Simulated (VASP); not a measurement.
Here is a VASP 6.6.1 calculation.

Contents of INCAR:

```
SYSTEM = Rh
PREC = Accurate ; ENCUT = 500
EDIFF = 1E-7 ; ISMEAR = 0
SIGMA = 0.1 ; LREAL = .FALSE.
LASPH = .TRUE. ; NELM = 120
ALGO = Normal ; ISIF = 3
LWAVE = .FALSE. ; LCHARG = .FALSE.
GGA = CA ; IBRION = 2
NSW = 100 ; EDIFFG = -0.002
GGA_COMPAT = .FALSE. ; NELMIN = 4
```

KPOINTS

```
Automatic mesh
0
G
  18 18 18
  0 0 0
```

File POSCAR:

```
Rh
1.0
    0.0000000000      1.8900000000      1.8900000000
    1.8900000000      0.0000000000      1.8900000000
    1.8900000000      1.8900000000      0.0000000000
Rh
1
Direct
    0.0000000000      0.0000000000      0.0000000000
```

Potentials or basis: VASP PAW LDA potentials, release 64 (Rh_pv).

Command:

```bash
$ cat potpaw_LDA.64/Rh_pv/POTCAR > POTCAR
$ mpirun -np 1 vasp_std > vasp.out
```

Question: Estimate the space group after relaxing (to 0.05 Å).

Answer: Fm-3m (No. 225).

Question: Predict the relaxed volume.

Answer: 13.26 Å³/atom.

Question: Estimate the relaxed cell.

Answer: a = 2.657 Å, b = 2.657 Å, c = 2.657 Å, α = 60.00°, β = 60.00°, γ = 60.00°.

Step by step:
```
step  energy change (eV)  largest force (eV/Å)  pressure (GPa)  volume (Å³)
   1              0.0000                0.0000           -5.41        13.50
   2              0.0286                0.0000           17.47        12.63
   3             -0.0041                0.0000           -0.11        13.27
   4             -0.0041                0.0000            0.00        13.26
```
